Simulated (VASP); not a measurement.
# Co (P6_3/mmc) in VASP: relaxation of cell and atoms with r2SCAN

Aim: the relaxation of cell and atoms of Co with r2SCAN.

Everything below comes from runs of VASP 6.6.1. Logs are shortened: lines on timing, memory, paths and dates and some standing lists are left out, and cuts for length are marked.

### 1 The cell of the first run

It takes space group P6_3/mmc (No. 194, hexagonal). The conventional cell has a = 2.502 Å, b = 2.502 Å, c = 8.171 Å, α = 90.00°, β = 90.00°, γ = 120.00°. Co (site symmetry -3m) has 12 Co at 2.50 Å within 3.3 Å. Within 3.3 Å of Co (site symmetry -6m2) lie 12 Co at 2.50 Å.

### 2 Relaxation of cell and atoms, r2SCAN

POSCAR reads:

```
Co
1.0
    2.5018845205      0.0000000000      0.0000000000
   -1.2509422603      2.1666955521      0.0000000000
    0.0000000000      0.0000000000      8.1711548441
Co
4
Direct
    0.0000000000      0.0000000000      0.0000000000
    0.0000000000      0.0000000000      0.5000000000
    0.3333333333      0.6666666667      0.2500000000
    0.6666666667      0.3333333333      0.7500000000
```

INCAR.step1 reads:

```
  ALGO = Normal
  EDIFF = 1E-4
  ENCUT = 600
  GGA = PE
  ISMEAR = -1
  LASPH = T
  LCHARG = F
  LREAL = F
  LWAVE = T
  NELM = 60
  PREC = Accurate
  SIGMA = 0.1
```

INCAR.step2 reads:

```
  ALGO = Normal
  EDIFF = 1E-7
  EDIFFG = -0.01
  ENCUT = 600
  IBRION = 2
  ISIF = 3
  ISMEAR = -1
  ISTART = 1
  LASPH = T
  LCHARG = F
  LMIXTAU = T
  LREAL = F
  LWAVE = F
  METAGGA = R2SCAN
  NELM = 60
  NSW = 80
  PREC = Accurate
  SIGMA = 0.1
```

KPOINTS reads:

```
k-points
0
Gamma
  14 14 4
```

Potentials or basis: VASP PAW PBE potentials, release 64 (Co).

Run with:

```bash
> cat potpaw_PBE.64/Co/POTCAR > POTCAR
> cp INCAR.step1 INCAR
> mpirun -np 1 vasp_std > vasp.out
> cp INCAR.step2 INCAR
> mpirun -np 1 vasp_std > vasp.out
```

OUTCAR:

```text
EDIFF = 1E-7
   EDIFFG = -0.01
   ENCUT = 600
   IBRION = 2
   ISIF = 3
   ISMEAR = -1
   ISTART = 1
   LASPH = T
   LREAL = F
   METAGGA = R2SCAN
   NELM = 60
   NSW = 80
   PREC = Accurate

 ion  position               nearest neighbor table
   1  0.000  0.000  0.000-   3 2.50   4 2.50   4 2.50   3 2.50   4 2.50   3 2.50
   2  0.000  0.000  0.500-   3 2.50   4 2.50   4 2.50   3 2.50   4 2.50   3 2.50
   3  0.333  0.667  0.250-   1 2.50   2 2.50   1 2.50   2 2.50   1 2.50   2 2.50
   4  0.667  0.333  0.750-   1 2.50   2 2.50   1 2.50   2 2.50   1 2.50   2 2.50

  LATTYP: Found a hexagonal cell.
 ALAT       =     2.5018845205
 C/A-ratio  =     3.2660000001

  Lattice vectors:

 A1 = (   2.5018845205,   0.0000000000,   0.0000000000)
 A2 = (  -1.2509422603,   2.1666955521,   0.0000000000)
 A3 = (   0.0000000000,   0.0000000000,   8.1711548441)

Analysis of symmetry for initial positions (statically):
=====================================================================
 Subroutine PRICEL returns:
 Original cell was already a primitive cell.

 Routine SETGRP: Setting up the symmetry group for a
 hexagonal supercell.

 Subroutine GETGRP returns: Found 24 space group operations
 (whereof 12 operations were pure point group operations)
 out of a pool of 24 trial point group operations.

The static configuration has the point symmetry D_3d.
 The point group associated with its full space group is D_6h.

Analysis of symmetry for dynamics (positions and initial velocities):
=====================================================================
 Subroutine PRICEL returns:
 Original cell was already a primitive cell.

 Routine SETGRP: Setting up the symmetry group for a
 hexagonal supercell.

 Subroutine GETGRP returns: Found 24 space group operations
 (whereof 12 operations were pure point group operations)
 out of a pool of 24 trial point group operations.

The dynamic configuration has the point symmetry D_3d.
 The point group associated with its full space group is D_6h.

 Subroutine INISYM returns: Found 24 space group operations
 (whereof 12 operations are pure point group operations),
 and found     1 'primitive' translations

----------------------------------------------------------------------------------------

                                     Primitive cell

  volume of cell :      44.2944

  direct lattice vectors                    reciprocal lattice vectors
     2.501884520  0.000000000  0.000000000     0.399698704  0.230766154  0.000000000
    -1.250942260  2.166695552  0.000000000     0.000000000  0.461532309  0.000000000
     0.000000000  0.000000000  8.171154844     0.000000000  0.000000000  0.122381722

  length of vectors
     2.501884520  2.501884521  8.171154844     0.461532309  0.461532309  0.122381722

  position of ions in fractional coordinates (direct lattice)
     0.000000000  0.000000000  0.000000000
     0.000000000  0.000000000  0.500000000
     0.333333333  0.666666667  0.250000000
     0.666666667  0.333333333  0.750000000

  ion indices of the primitive-cell ions
   primitive index   ion index
                 1           1
                 2           2
                 3           3
                 4           4

----------------------------------------------------------------------------------------

 KPOINTS: k-points

Automatic generation of k-mesh.
 Grid dimensions read from file:
 generate k-points for:   14   14    4

 Generating k-lattice:

  Cartesian coordinates                     Fractional coordinates (reciprocal lattice)
     0.028549907  0.016483297  0.000000000     0.071428571 -0.000000000  0.000000000
     0.000000000  0.032966593  0.000000000     0.000000000  0.071428571  0.000000000
     0.000000000  0.000000000  0.030595430     0.000000000  0.000000000  0.250000000

  Length of vectors
     0.032966593  0.032966593  0.030595430

  Shift w.r.t. Gamma in fractional coordinates (k-lattice)
     0.000000000  0.000000000  0.000000000

 Subroutine IBZKPT returns following result:
 ===========================================

 Found     72 irreducible k-points:

 Following reciprocal coordinates:
            Coordinates               Weight
  0.000000  0.000000  0.000000      1.000000
  0.071429  0.000000  0.000000      6.000000
  0.142857  0.000000  0.000000      6.000000
  0.214286  0.000000  0.000000      6.000000
  0.285714  0.000000  0.000000      6.000000
  0.357143  0.000000  0.000000      6.000000
[... 16 lines left out ...]
  0.285714  0.285714  0.000000      6.000000
  0.357143  0.285714  0.000000      6.000000
 [... further k-points ...]
   k-points           NKPTS =     72   k-points in BZ     NKDIM =     72   number of bands    NBANDS=     22
   number of dos      NEDOS =    301   number of ions     NIONS =      4
   total plane-waves  NPLWV =  28000
   dimension x,y,z NGX =    20 NGY =   20 NGZ =   70
   dimension x,y,z NGXF=    40 NGYF=   40 NGZF=  140
   ions per type =               4
   NGX,Y,Z   is equivalent  to a cutoff of  13.29, 13.29, 14.24 a.u.
   NGXF,Y,Z  is equivalent  to a cutoff of  26.58, 26.58, 28.48 a.u.
 SYSTEM =  unknown system
   PREC   = accura    normal or accurate (medium, high low for compatibility)
   ISTART =      1    job   : 0-new  1-cont  2-samecut
   ICHARG =      0    charge: 1-file 2-atom 10-const
   ISPIN  =      1    spin polarized calculation?
   LNONCOLLINEAR =      F non collinear calculations
   LSORBIT =      F    spin-orbit coupling
   LASPH  =      T    aspherical Exc in radial PAW
   ENCUT  =  600.0 eV  44.10 Ry    6.64 a.u.   5.00  5.00 16.32*2*pi/ulx,y,z
   NELM   =     60;   NELMIN=  2; NELMDL=  0     # of ELM steps
   EDIFF  = 0.1E-06   stopping-criterion for ELM
   LREAL  =      F    real-space projection
   EDIFFG = -.1E-01   stopping-criterion for IOM
   NSW    =     80    number of steps for IOM
   IBRION =      2    ionic relax: 0-MD 1-quasi-New 2-CG
   NFREE  =      1    steps in history (QN), initial steepest desc. (CG)
   ISIF   =      3    stress and relaxation
   ISYM   =      2    0-nonsym 1-usesym 2-fastsym
   POTIM  = 0.5000    time-step for ionic-motion
   TEBEG  =    0.0;   TEEND  =   0.0 temperature during run
   PSTRESS=    0.0 pullay stress
   NELECT =      36.0000    total number of electrons
   NUPDOWN=      -1.0000    fix difference up-down
   EMIN   =  10.00;   EMAX   =-10.00  energy-range for DOS
   EFERMI =   0.00;   METHOD = LEGACY
   ISMEAR =    -1;   SIGMA  =   0.10  broadening in eV -4-tet -1-fermi 0-gaus
   EFERMI_NEDOS =   21; number of points for ismear=-14 and -15
   IALGO  =     38    algorithm
   IMIX   =      4    mixing-type and parameters
     AMIX     =   0.40;   BMIX     =  1.00
     AMIX_MAG =   1.60;   BMIX_MAG =  1.00
  volume/ion in A,a.u.               =      11.07        74.73
  Fermi-wavevector in a.u.,A,eV,Ry     =   1.527775  2.887077 31.757320  2.334097
  Thomas-Fermi vector in A             =   2.635625
   LORBIT       =      0    0 simple, 1 ext, 2 COOP (PROOUT), +10 PAW based schemes
   METAGGA = R2SCAN    functional components
   LHFCALC =     F    Hartree Fock is set to
   AEXX    =    0.0000 exact exchange contribution
   IVDW    =     0    specifies the selected vdW correction
   LEPSILON=     F    determine dielectric tensor
   LRPA    =     F    only Hartree local field effects (RPA)
 conjugate gradient relaxation of ions
 non-spin polarized calculation
  energy-cutoff  :      600.00
  volume of cell :       44.29
 maximum number of plane-waves:      1507
 NGX is ok and might be reduce to    20
   NGX =  9   NGY =  9   NGZ = 33

--------------------------------------- Ionic step        1  -------------------------------------------

 number of electron      36.0000002 magnetization

 Free energy of the ion-electron system (eV)
  ---------------------------------------------------
  ext. energy  EPLUGINS =         0.00000000
  ---------------------------------------------------
  free energy    TOTEN  =       -50.68784930 eV

  energy without entropy =      -50.35261456  energy(sigma->0) =      -50.52023193

 E-fermi :   9.6127     XC(G=0): -14.4663

 val. band max:        9.6059075375   @ k =   0.1429   0.0714   0.0000
 cond. band min:       9.6174307918   @ k =   0.5000   0.0000   0.2500
 fundamental gap:      0.0115232543
 Fermi energy:         9.6126635097

 k-point     1 :       0.0000    0.0000    0.0000
  band No.  band energies     occupation
      1       0.5793      2.00000
      2       2.8990      2.00000
      3       2.9023      2.00000
      4       5.0235      2.00000
      5       7.4399      2.00000
      6       7.4405      2.00000
[... 574 lines left out ...]
      6       6.5044      2.00000
[... 14 lines left out ...]
     21      14.2672      0.00000
     22      14.7596      0.00000

 [... further k-points ...]

------------------------ aborting loop because EDIFF is reached ----------------------------------------

  FORCE on cell =-STRESS in cart. coord.  units (eV):
  Direction    XX          YY          ZZ          XY          YZ          ZX
  --------------------------------------------------------------------------------------
  -------------------------------------------------------------------------------------
  Total       -6.2277614     -6.2277614     -6.4490868      0.0000000     -0.0000000      0.0000000
  in kB     -225.2651223   -225.2651223   -233.2707117      0.0000000     -0.0000000      0.0000000
  external PRESSURE =    -227.9336521 kB  Pullay stress =       0.0000000 kB
[... 251 lines left out ...]
  energy  without entropy=      -50.7459273346  energy(sigma->0) =      -50.89103031

--------------------------------------- Ionic step        8  -------------------------------------------

 number of electron      35.9999999 magnetization

 Free energy of the ion-electron system (eV)
  ---------------------------------------------------
  ext. energy  EPLUGINS =         0.00000000
  ---------------------------------------------------
  free energy    TOTEN  =       -51.03614307 eV

  energy without entropy =      -50.74593934  energy(sigma->0) =      -50.89104120

 E-fermi :  11.2322     XC(G=0): -15.1974

 val. band max:       11.2258701473   @ k =   0.3571   0.1429   0.0000
 cond. band min:      11.2327116815   @ k =   0.2143   0.1429   0.2500
 fundamental gap:      0.0068415342
 Fermi energy:        11.2322316964

 k-point     1 :       0.0000    0.0000    0.0000
  band No.  band energies     occupation
      1       1.4682      2.00000
      2       3.9531      2.00000
      3       3.9575      2.00000
      4       5.9948      2.00000
      5       8.6926      2.00000
      6       8.6970      2.00000
[... 574 lines left out ...]
      6       7.6400      2.00000
[... 14 lines left out ...]
     21      16.3176      0.00000
     22      16.9022      0.00000

 [... further k-points ...]

------------------------ aborting loop because EDIFF is reached ----------------------------------------

  FORCE on cell =-STRESS in cart. coord.  units (eV):
  Direction    XX          YY          ZZ          XY          YZ          ZX
  --------------------------------------------------------------------------------------
  -------------------------------------------------------------------------------------
  Total        0.0006953      0.0006953      0.0027862     -0.0000000      0.0000000      0.0000000
  in kB        0.0279353      0.0279353      0.1119417     -0.0000000      0.0000000      0.0000000
  external PRESSURE =       0.0559374 kB  Pullay stress =       0.0000000 kB
[... 19 lines left out ...]
  FREE ENERGIE OF THE ION-ELECTRON SYSTEM (eV)
  ---------------------------------------------------
  free  energy   TOTEN  =       -51.0361430693 eV

  energy  without entropy=      -50.7459393390  energy(sigma->0) =      -50.89104120

 reached required accuracy - stopping structural energy minimisation
```

Run time: 23 min. Hardware: 1 thread of Intel Xeon 6975P-C (Granite Rapids), shared host; peak memory 0.23 GiB.

What came out:

```yaml
Free_energy: -51.0361 eV
Relaxed_volume: 9.97 Å³/atom
Relaxed_cell: a = 2.418 Å, b = 2.418 Å, c = 7.878 Å, α = 90.00°, β = 90.00°, γ = 120.00°
Space_group_after_relaxing_to_0.05_Å: P6_3/mmc (No. 194)
Energy_gained_by_relaxing: 87.1 meV/atom
Ionic_steps: 8
Pressure_after_relaxing: 0.0 GPa
```

Step by step:
```tsv
step	energy change (eV)	largest force (eV/Å)	pressure (GPa)	volume (Å³)
1	0.0000	0.0000	-22.79	44.29
2	0.3398	0.0000	50.80	34.94
3	-0.3479	0.0000	-0.90	40.01
4	-0.3482	0.0000	-0.17	39.90
5	-0.3482	0.0000	0.43	39.82
6	-0.3482	0.0000	-0.53	39.95
7	-0.3483	0.0000	-0.04	39.88
8	-0.3483	0.0000	0.01	39.88
```

Final structure:
```
Co
1.0
     2.41771    0.00000    0.00000
    -1.20885    2.09380    0.00000
     0.00000    0.00000    7.87760
Co
4
Direct
  0.00000 0.00000 0.00000
  0.00000 0.00000 0.50000
  0.33333 0.66667 0.25000
  0.66667 0.33333 0.75000
```

Caveat: the bands computed are all filled at some k points, so no gap is given; the PAW data sets were made with another functional, which shifts forces and pressure a little; the run has no spin polarisation, though such a crystal can be magnetic. Spin polarisation is off, so any magnetic state and its effect on volume and gap are missing.
